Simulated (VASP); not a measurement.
# Cr (Im-3m) in VASP: further runs, part 2 of 2

VASP 6.6.1.

**3. Electric field gradients, PBE, collinear spin, ferromagnetic start (volume scaled by 1.04)**

INCAR

```
PREC = Accurate
ENCUT = 520
EDIFF = 1E-8
ISMEAR = -1
SIGMA = 0.08
LREAL = F
LASPH = T
NELM = 150
ALGO = Normal
ISIF = 2
LWAVE = F
LCHARG = F
ISPIN = 2
MAGMOM = 3
LORBIT = 11
LMAXMIX = 4
GGA = PE
LEFG = T
NBANDS = 16
```

KPOINTS

```
Automatic mesh
0
Gamma
  18 18 18
```

POSCAR

```
Cr
1.0
   -1.4609252023      1.4609252023      1.4609252023
    1.4609252023     -1.4609252023      1.4609252023
    1.4609252023      1.4609252023     -1.4609252023
Cr
1
Direct
    0.0000000000      0.0000000000      0.0000000000
```

Potentials or basis: VASP PAW PBE potentials, release 64 (Cr_pv).

On the command line:

```console
> cat potpaw_PBE.64/Cr_pv/POTCAR > POTCAR
> mpirun -np 1 vasp_std > vasp.out
```

OUTCAR:

```text
PREC = Accurate
   ENCUT = 520
   EDIFF = 1E-8
   ISMEAR = -1
   LREAL = F
   LASPH = T
   NELM = 150
   ISIF = 2
   ISPIN = 2
   LORBIT = 11
   GGA = PE

 ion  position               nearest neighbor table
   1  0.000  0.000  0.000-

  LATTYP: Found a body centered cubic cell.
 ALAT       =     2.9218504046

  Lattice vectors:

 A1 = (  -1.4609252023,   1.4609252023,   1.4609252023)
 A2 = (   1.4609252023,  -1.4609252023,   1.4609252023)
 A3 = (   1.4609252023,   1.4609252023,  -1.4609252023)

Analysis of symmetry for initial positions (statically):
=====================================================================
 Subroutine PRICEL returns:
 Original cell was already a primitive cell.

 Routine SETGRP: Setting up the symmetry group for a
 body centered cubic supercell.

 Subroutine GETGRP returns: Found 48 space group operations
 (whereof 48 operations were pure point group operations)
 out of a pool of 48 trial point group operations.

[... 1119 lines left out ...]
     1.460925202  1.460925202 -1.460925202     0.342248870  0.342248870  0.000000000

 POSITION                                       TOTAL-FORCE (eV/Angst)
 -----------------------------------------------------------------------------------
      0.00000      0.00000      0.00000         0.000000      0.000000     -0.000000
 -----------------------------------------------------------------------------------
    total drift:                                0.000000     -0.000000      0.000000

  FREE ENERGIE OF THE ION-ELECTRON SYSTEM (eV)
  ---------------------------------------------------
  free  energy   TOTEN  =        -9.4687275620 eV

  energy  without entropy=       -9.4507699867  energy(sigma->0) =       -9.45974877

 Electric field gradients (V/A^2)
---------------------------------------------------------------------
 ion       V_xx      V_yy      V_zz      V_xy      V_xz      V_yz
---------------------------------------------------------------------
   1       0.000     0.000    -0.000    -0.001    -0.001    -0.001
---------------------------------------------------------------------

 Electric field gradients after diagonalization (V/A^2)
 (convention: |V_zz| > |V_xx| > |V_yy|)
----------------------------------------------------------------------
 ion       V_xx      V_yy      V_zz     asymmetry (V_yy - V_xx)/ V_zz
----------------------------------------------------------------------
   1       0.001     0.001    -0.002       0.000
----------------------------------------------------------------------

           NMR quadrupolar parameters

 Cq : quadrupolar parameter    Cq=e*Q*V_zz/h
 eta: asymmetry parameters     (V_yy - V_xx)/ V_zz
 Q  : nuclear electric quadrupole moment in mb (millibarn)
----------------------------------------------------------------------
 ion       Cq(MHz)       eta       Q (mb)
----------------------------------------------------------------------
   1      -0.000       0.000       1.000
----------------------------------------------------------------------

 total charge

# of ion       s       p       d       tot
------------------------------------------
    1        0.413   6.359   4.128  10.900

 magnetization (x)

# of ion       s       p       d       tot
------------------------------------------
    1        0.000  -0.000   0.000   0.000
```

It took 1.9 min on 1 thread of Intel Xeon Platinum 8375C at 2.90GHz (Ice Lake), shared host; peak memory 0.18 GiB.

Results:

```
Free energy                                           : -9.4687 eV
Pressure                                              : -17.0 GPa
Band gap on the k mesh                                : zero (filled and empty bands overlap)
Net moment                                            : 0.00 μB per cell
Valence electrons inside the program's atomic spheres : Cr 10.90
```

Caveat: the starting moments collapsed, and a magnetic state may lie lower; without QUAD_EFG the Cq values of the log hold for a quadrupole moment of 1 mb, not for the nuclei.

**4. Electric field gradients, PBE, collinear spin, ferromagnetic start (volume scaled by 1.04)**

INCAR

```
SYSTEM = Cr
PREC = Accurate
ENCUT = 520
EDIFF = 1E-8
ISMEAR = -1
SIGMA = 0.08
LREAL = .False.
LASPH = .True.
NELM = 150
ALGO = Normal
ISIF = 2
LWAVE = .False.
LCHARG = .False.
ISPIN = 2
MAGMOM = 3
LORBIT = 11
LMAXMIX = 4
GGA = PE
LEFG = .True.
NBANDS = 16
```

KPOINTS

```
Automatic mesh
0
Gamma
  18 18 18
  0 0 0
```

POSCAR is that of step 3.

Potentials or basis: VASP PAW PBE potentials, release 64 (Cr_pv).

On the command line:

```console
> cat potpaw_PBE.64/Cr_pv/POTCAR > POTCAR
> mpirun -np 1 vasp_std > vasp.out
```

OUTCAR:

```text
SYSTEM = Cr
   PREC = Accurate
   ENCUT = 520
   EDIFF = 1E-8
   ISMEAR = -1
   LREAL = .False.
   LASPH = .True.
   NELM = 150
   ISIF = 2
   ISPIN = 2
   LORBIT = 11
   GGA = PE

 ion  position               nearest neighbor table
   1  0.000  0.000  0.000-

  LATTYP: Found a body centered cubic cell.
 ALAT       =     2.9218504046

  Lattice vectors:

 A1 = (  -1.4609252023,   1.4609252023,   1.4609252023)
 A2 = (   1.4609252023,  -1.4609252023,   1.4609252023)
 A3 = (   1.4609252023,   1.4609252023,  -1.4609252023)

Analysis of symmetry for initial positions (statically):
[... 1145 lines left out ...]
---------------------------------------------------------------------
 ion       V_xx      V_yy      V_zz      V_xy      V_xz      V_yz
---------------------------------------------------------------------
   1       0.000     0.000    -0.000    -0.001    -0.001    -0.001
---------------------------------------------------------------------

 Electric field gradients after diagonalization (V/A^2)
 (convention: |V_zz| > |V_xx| > |V_yy|)
----------------------------------------------------------------------
 ion       V_xx      V_yy      V_zz     asymmetry (V_yy - V_xx)/ V_zz
----------------------------------------------------------------------
   1       0.001     0.001    -0.002       0.000
----------------------------------------------------------------------

           NMR quadrupolar parameters

 Cq : quadrupolar parameter    Cq=e*Q*V_zz/h
 eta: asymmetry parameters     (V_yy - V_xx)/ V_zz
 Q  : nuclear electric quadrupole moment in mb (millibarn)
----------------------------------------------------------------------
 ion       Cq(MHz)       eta       Q (mb)
----------------------------------------------------------------------
   1      -0.000       0.000       1.000
----------------------------------------------------------------------

 total charge

# of ion       s       p       d       tot
------------------------------------------
    1        0.413   6.359   4.128  10.900

 magnetization (x)

# of ion       s       p       d       tot
------------------------------------------
    1        0.000  -0.000   0.000   0.000
```

It took 1.8 min on 1 thread of Intel Xeon Platinum 8375C at 2.90GHz (Ice Lake), shared host; peak memory 0.17 GiB.

What came out:

* Free energy: -9.4687 eV
* Pressure: -17.0 GPa
* Band gap on the k mesh: zero (filled and empty bands overlap)
* Net moment: 0.00 μB per cell
* Valence electrons inside the program's atomic spheres: Cr 10.90

Caveat: the starting moments collapsed, and a magnetic state may lie lower; without QUAD_EFG the Cq values of the log hold for a quadrupole moment of 1 mb, not for the nuclei.
